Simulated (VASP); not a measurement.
Set up this calculation in VASP 6.6.1, as the native input.

```
Task                   : single point
Functional             : PBEsol
Potentials or basis    : VASP PAW PBE potentials, release 64 (Be, Sb, P)
Cutoff                 : 520 eV
k mesh                 : 6 × 6 × 2
Occupations            : fermi-dirac, width 0.05 eV
Spin                   : no spin polarisation
Dipole correction      : no
Further INCAR settings : ALGO = Normal; EDIFF = 1e-07; NBANDS = 36
```

The structure of Be2Sb3P lies in POSCAR:

```
Be2Sb3P
1.0
    4.0669196414      0.1444762867      0.0063447611
   -3.8093294633      6.6189567432     -0.0101741392
    0.0168992708     -0.0074015253      9.1370780847
Be Sb P
4 6 2
Direct
    0.2126346778      0.3858217190      0.9277769142
    0.1800105392      0.1275122346      0.0671520643
    0.2126522079      0.8858256390      0.9277917924
    0.1800825269      0.6275246679      0.0672040132
    1.0066462879      0.3348452962      0.4349217170
    0.5329081284     -0.0339929295      0.1679329614
   -0.1372808556      0.0478382390      0.8251765356
    1.0066094082      0.8348607033      0.4348985434
    0.5328916453      0.4658804125      0.1679366843
   -0.1372681451      0.5479048781      0.8251893568
    0.3128966537      0.1618244543      0.5847789662
    0.3129131992      0.6618438537      0.5847789978
```

One way to write it, as run:

INCAR

```
SYSTEM = Be2Sb3P
PREC = Accurate
ENCUT = 520
EDIFF = 1E-7
ISMEAR = -1
SIGMA = 0.05
LREAL = .FALSE.
LASPH = .TRUE.
NELM = 80
ALGO = Normal
ISIF = 2
LWAVE = .FALSE.
LCHARG = .FALSE.
GGA = PS
NBANDS = 36
```

KPOINTS

```
regular mesh
0
G
  6 6 2
  0 0 0
```

Potentials or basis: VASP PAW PBE potentials, release 64 (Be, Sb, P).

Launch:

```console
$ cat potpaw_PBE.64/Be/POTCAR potpaw_PBE.64/Sb/POTCAR potpaw_PBE.64/P/POTCAR > POTCAR
$ mpirun -np 1 vasp_std > vasp.out
```

Results of the run:

```yaml
Pressure: 0.3 GPa
Largest_force: 0.071 eV/Å
Band_gap_on_the_k_mesh: zero (bands 24 and 25 overlap by 1.10 eV)
```

Caveat: the PAW data sets were made with another functional, which shifts forces and pressure a little; spin-orbit coupling is left out, which moves the levels of the heavy elements.

Run time: 7 min on 1 thread of Intel(R) Xeon(R) Platinum 8259CL CPU @ 2.50GHz (Skylake/Cascade Lake), with other jobs on the host, peak memory 0.52 GiB.
